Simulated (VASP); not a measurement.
A run of VASP 6.6.1:

INCAR

```
SYSTEM = Li
PREC = Accurate ; ENCUT = 520
EDIFF = 1E-7 ; ISMEAR = -1
SIGMA = 0.08 ; LREAL = .False.
LASPH = .True. ; NELM = 80
ALGO = Normal ; ISIF = 2
LWAVE = .False. ; LCHARG = .False.
NBANDS = 8
```

Contents of KPOINTS:

```
regular mesh
0
Gamma
  16 16 16
  0 0 0
```

POSCAR

```
Li
1.0
    0.0000000000      2.1507616632      2.1993348199
    2.1507616632      0.0000000000      2.1993348199
    2.1507616632      2.1507616632      0.0000000000
Li
1
Direct
    0.0000000000      0.0000000000      0.0000000000
```

Potentials or basis: VASP PAW LDA potentials, release 64 (Li_sv).

Run with:

```bash
$ cat potpaw_LDA.64/Li_sv/POTCAR > POTCAR
$ mpirun -np 1 vasp_std > vasp.out
```

Hardware: 1 thread of AMD EPYC 9R45 96-Core Processor (Zen 5) (shared host).

Task: How long does it take, and how much memory?

Result: It took 17 s on 1 thread of AMD EPYC 9R45 96-Core Processor (Zen 5), on a shared host, peak memory 0.12 GiB. Counts: scf iterations 10, k points 349.
